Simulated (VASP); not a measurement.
**HfB: relaxation of cell and atoms with LDA**

HfB:

```
Hf B
1.0
     3.27000    0.00000    0.00000
    -1.63500    2.83190    0.00000
     0.00000    0.00000    5.23200
Hf B
2 2
Direct
  0.00000 0.00000 0.00000
  0.00000 0.00000 0.50000
  0.33333 0.66667 0.25000
  0.66667 0.33333 0.75000
```

| Quantity | Value |
| --- | --- |
| Program | VASP 6.6.1 |
| Task | relaxation of cell and atoms |
| Functional | LDA |
| Potentials or basis | VASP PAW LDA potentials, release 64 (Hf_pv, B) |
| Cutoff | 500 eV |
| k mesh | 7 × 7 × 4 |
| Occupations | methfessel-paxton, width 0.1 eV |
| Spin | no spin polarisation |
| Dipole correction | no |
| Further INCAR settings | ALGO = Normal; EDIFF = 1e-07; IBRION = 2; EDIFFG = -0.01; NSW = 60; ISIF = 3 |

| Quantity | Value |
| --- | --- |
| Relaxed volume | 14.06 Å³/atom |
| Relaxed cell | a = 3.283 Å, b = 3.283 Å, c = 6.027 Å, α = 90.00°, β = 90.00°, γ = 120.00° |
| Space group after relaxing (to 0.1 Å) | P6_3/mmc (No. 194) |
| Energy gained by relaxing | 317.8 meV/atom |
| Ionic steps | 10 |
| Pressure after relaxing | 0.0 GPa |
| Band gap on the k mesh | zero (bands 13 and 14 overlap by 3.21 eV) |

The path:
| step | energy change (eV) | largest force (eV/Å) | pressure (GPa) | volume (Å³) |
| --- | --- | --- | --- | --- |
| 1 | 0.0000 | 0.0000 | 34.74 | 48.45 |
| 2 | -0.2089 | 0.0000 | -23.26 | 68.82 |
| 3 | -1.1441 | 0.0000 | -4.34 | 58.00 |
| 4 | -1.2713 | 0.0000 | 0.20 | 56.20 |
| 5 | -1.2713 | 0.0000 | 0.13 | 56.22 |
| 6 | -1.2713 | 0.0000 | 0.03 | 56.26 |
| 7 | -1.2713 | 0.0000 | -0.10 | 56.30 |
| 8 | -1.2713 | 0.0000 | -0.10 | 56.30 |
| 9 | -1.2713 | 0.0000 | -0.05 | 56.29 |
| 10 | -1.2714 | 0.0000 | 0.04 | 56.25 |

Final structure:
```
CELL_PARAMETERS angstrom
3.28302 0.00000 0.00000
-1.64151 2.84318 0.00000
0.00000 0.00000 6.02670
ATOMIC_POSITIONS crystal
Hf 0.00000 0.00000 0.00000
Hf 0.00000 0.00000 0.50000
B 0.33333 0.66667 0.25000
B 0.66667 0.33333 0.75000
```

Levels at points of the mesh, in eV from the Fermi level:
| k point | band 9 | band 10 | band 11 | band 12 | band 13 | band 14 | band 15 | band 16 | band 17 |
| --- | --- | --- | --- | --- | --- | --- | --- | --- | --- |
| (0.00, 0.00, 0.00) | -5.05 | -0.85 | -0.85 | -0.85 | 2.34 | 2.34 | 2.41 | 2.41 | 2.63 |
| (0.00, 0.00, 0.50) | -1.88 | -1.88 | 0.18 | 0.18 | 0.18 | 0.18 | 3.41 | 3.41 | 3.41 |

Run time: 84 s on 1 thread of Intel Xeon 8259CL, on a shared host, peak memory 0.16 GiB.

Caveat: the volume moved by over 15 % at a fixed basis, so the end points are rough; spin-orbit coupling is left out, which moves the levels of the heavy elements.
